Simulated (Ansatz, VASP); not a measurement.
# One calculation of Hf4F, two programs

```
Hf F
1.0
     3.20482    0.00000    0.00000
    -1.60241    2.77545    0.00000
     0.00000    0.00000   24.52815
Hf F
4 1
Direct
  0.66667 0.33333 0.16308
  0.33333 0.66667 0.26638
  0.66667 0.33333 0.37330
  0.33333 0.66667 0.47000
  0.66667 0.33333 0.57070
```

Alike in both runs: task single point; functional PBE; k mesh 9 × 9 × 1; occupations gaussian, width 0.1 eV; no spin polarisation.

```csv
,VASP,Ansatz
version,VASP 6.6.1,Ansatz 0.2.0
potentials or method,"VASP PAW PBE potentials, release 64 (Hf_pv, F), cutoff 520 eV","scalar-relativistic, plane waves, PAW"
valence electrons in the cell,47,111
```

VASP gave:

- gap on the k mesh at the Fermi level (eV): none
- rms of the force components (eV/Å): 1.384

Problem. What did Ansatz give for the same quantities?

Solution. gap on the k mesh at the Fermi level (eV): none; rms of the force components (eV/Å): 1.394.

Atom by atom the forces differ by 0.019 eV/Å (rms over components). A gap of «none» marks a metal or a gap that the smearing closes. VASP's potentials hold 47 valence electrons a cell and Ansatz's 111, so a difference there can come from the potentials and not from the codes.

Spin-orbit coupling is off throughout.
